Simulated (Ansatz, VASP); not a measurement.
## Two plane-wave programs on Te

INCAR

```
SYSTEM = Te
  PREC = Accurate
  ENCUT = 600
  EDIFF = 1E-7
  ISMEAR = -1
  SIGMA = 0.05
  LREAL = .FALSE.
  LASPH = .TRUE.
  NELM = 80
  ALGO = Normal
  ISIF = 3
  LWAVE = .FALSE.
  LCHARG = .FALSE.
  GGA = PS
  IBRION = 2
  NSW = 60
  EDIFFG = -0.01
```

The input KPOINTS:

```
regular mesh
0
G
  7 7 5
  0 0 0
```

POSCAR

```
Te
1.0
    4.4540000000      0.0000000000      0.0000000000
   -2.2270000000      3.8572771485      0.0000000000
    0.0000000000      0.0000000000      5.9240000000
Te
3
Direct
    0.7310000000      0.7310000000      0.0000000000
    0.0000000000      0.2690000000      0.6666666667
    0.2690000000      0.0000000000      0.3333333333
```

input.yaml

```yaml
crystal:
  lattice:
    - [4.454, 0.0, 0.0]
    - [-2.227, 3.8572771485, 0.0]
    - [0.0, 0.0, 5.924]
  atoms:
    - { symbol: Te, position: [0.731, 0.731, 0.0] }
    - { symbol: Te, position: [0.0, 0.269, 0.6666666667] }
    - { symbol: Te, position: [0.269, 0.0, 0.3333333333] }
hamiltonian:
  xc: pbesol
  pseudopotentials: { kind: paw }
kpoints:
  mp_grid: { grid: [7, 7, 5] }
scf:
  occupations: { method: fermi_dirac, width: 0.05 }
output:
  forces: true
  stress: true
  eigenvalues: true
  write_density: true
  write_potential: true
  elf: true
  volumetric_format: npy
relax:
  f_tol: 0.01
  max_steps: 40
  cell: { stress_tol: 0.05 }
```

Alike in both runs: task relaxation of cell and atoms; functional PBEsol; k mesh 7 × 7 × 5; occupations fermi-dirac, width 0.05 eV; no spin polarisation.

|  | VASP | Ansatz |
| --- | --- | --- |
| version | VASP 6.6.1 | Ansatz 0.2.0 |
| potentials or method | VASP PAW PBE potentials, release 64 (Te) | Ansatz PAW |
| plane-wave cutoff (eV) | 600 | 420 |
| valence electrons in the cell | 18 | 48 |

|  | VASP | Ansatz | Ansatz less VASP |
| --- | --- | --- | --- |
| gap on the k mesh at the Fermi level, each at its own relaxed structure (eV) | 0.45 | 0.46 | +0.007 |
| relaxed volume (Å³/atom) | 32.10 | 32.09 | -0.015 |
| relaxed cell length with the largest relative difference (Å) | 5.951 | 5.948 | -0.0035 |

VASP's potentials were made for PBE, not for PBEsol. VASP's potentials hold 18 valence electrons a cell and Ansatz's 48, so a difference there can come from the potentials and not from the codes.

Spin-orbit coupling is off throughout. Noted on Ansatz's run: odd divisions of the mesh miss points on the zone boundary, where band edges often lie, so the gap on the mesh can be too wide; the plane-wave basis is chosen anew once the cell has moved, so the energies of steps on either side of that aren't comparable.
